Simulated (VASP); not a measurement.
Write the native input for VASP 6.6.1 that does the following.

| Quantity | Value |
| --- | --- |
| Task | single point |
| Functional | PBEsol |
| Potentials or basis | VASP PAW PBE potentials, release 64 (Ga_d, Co) |
| Cutoff | 520 eV |
| k mesh | 16 × 16 × 16 |
| Occupations | gaussian, width 0.15 eV |
| Spin | no spin polarisation |
| Dipole correction | no |
| Further INCAR settings | ALGO = Fast; EDIFF = 1e-07; NBANDS = 18 |

The structure of GaCo lies in POSCAR:

```
GaCo
1.0
    2.6524520000      0.0000000000      0.0000000000
    0.0000000000      2.6524520000      0.0000000000
    0.0000000000      0.0000000000      2.9984240000
Ga Co
1 1
Direct
    0.5000000000      0.5000000000      0.5000000000
    0.0000000000      0.0000000000      0.0000000000
```

This cell differs from its parent crystal: strain -0.080 along x and y, +0.040 along z.

The input as run:

INCAR

```
PREC = Accurate ; ENCUT = 520
EDIFF = 1E-7 ; ISMEAR = 0
SIGMA = 0.15 ; LREAL = F
LASPH = T ; NELM = 60
ALGO = Fast ; ISIF = 2
LWAVE = F ; LCHARG = F
GGA = PS ; NBANDS = 18
```

KPOINTS

```
Automatic mesh
0
Gamma
  16 16 16
```

Potentials or basis: VASP PAW PBE potentials, release 64 (Ga_d, Co).

Run with:

```console
$ cat potpaw_PBE.64/Ga_d/POTCAR potpaw_PBE.64/Co/POTCAR > POTCAR
$ mpirun -np 1 vasp_std > vasp.out
```

Results of the run:

The pressure is 20.8 GPa and the band gap on the k mesh is zero (band 11 reaches 13.38 eV, above the bottom of band 12 at 10.76 eV).

Caveat: the cell differs from its parent crystal (strain -0.080 along x and y, +0.040 along z); the PAW data sets were made with another functional, which shifts forces and pressure a little.

Run time: 78 s on 1 thread of AMD EPYC 9R45 (Zen 5), with other jobs on the host, peak memory 0.23 GiB.
